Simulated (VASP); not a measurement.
A run of VASP 6.6.1 is set up as follows.

Contents of POSCAR:

```
TiO
1.0
    2.7359451430      0.0000000000      0.0000000000
   -1.3679725715      2.3693979972      0.0000000000
    0.0000000000      0.0000000000      5.3811228860
Ti O
2 2
Direct
    0.3333333333      0.6666666667      0.2500000000
    0.6666666667      0.3333333333      0.7500000000
    0.0000000000      0.0000000000      0.0000000000
    0.0000000000      0.0000000000      0.5000000000
```

Contents of INCAR.step1:

```
PREC = Accurate ; ENCUT = 520
ISMEAR = 0 ; SIGMA = 0.1
LREAL = False ; LASPH = True
NELM = 100 ; NBANDS = 26
GGA = PE ; ALGO = Normal
EDIFF = 1E-4 ; LWAVE = True
LCHARG = False
```

Contents of INCAR.step2:

```
PREC = Accurate ; ENCUT = 520
EDIFF = 1E-7 ; ISMEAR = 0
SIGMA = 0.1 ; LREAL = False
LASPH = True ; NELM = 100
ALGO = Normal ; ISIF = 2
LWAVE = False ; LCHARG = False
METAGGA = R2SCAN ; LMIXTAU = True
NBANDS = 26 ; ISTART = 1
```

Contents of KPOINTS:

```
Automatic mesh
0
Gamma
  18 18 8
```

Potentials or basis: VASP PAW PBE potentials, release 64 (Ti_sv, O).

Command:

```bash
$ cat potpaw_PBE.64/Ti_sv/POTCAR potpaw_PBE.64/O/POTCAR > POTCAR
$ cp INCAR.step1 INCAR
$ mpirun -np 1 vasp_std > vasp.out
$ cp INCAR.step2 INCAR
$ mpirun -np 1 vasp_std > vasp.out
```

Question: Predict the pressure.

Answer: 31.4 GPa.

Question: Estimate the band gap on the k mesh.

Answer: Zero (bands 18 and 19 overlap by 0.11 eV).

Stress tensor (GPa, compression positive):
```
31.20  0.00  0.00
 0.00 31.20  0.00
 0.00  0.00 31.74
```

Caveat: the cell stands under pressure; the PAW data sets were made with another functional, which shifts forces and pressure a little; semilocal functionals often make such compounds metallic where correlation or magnetic order opens a gap, which also shifts bond lengths.
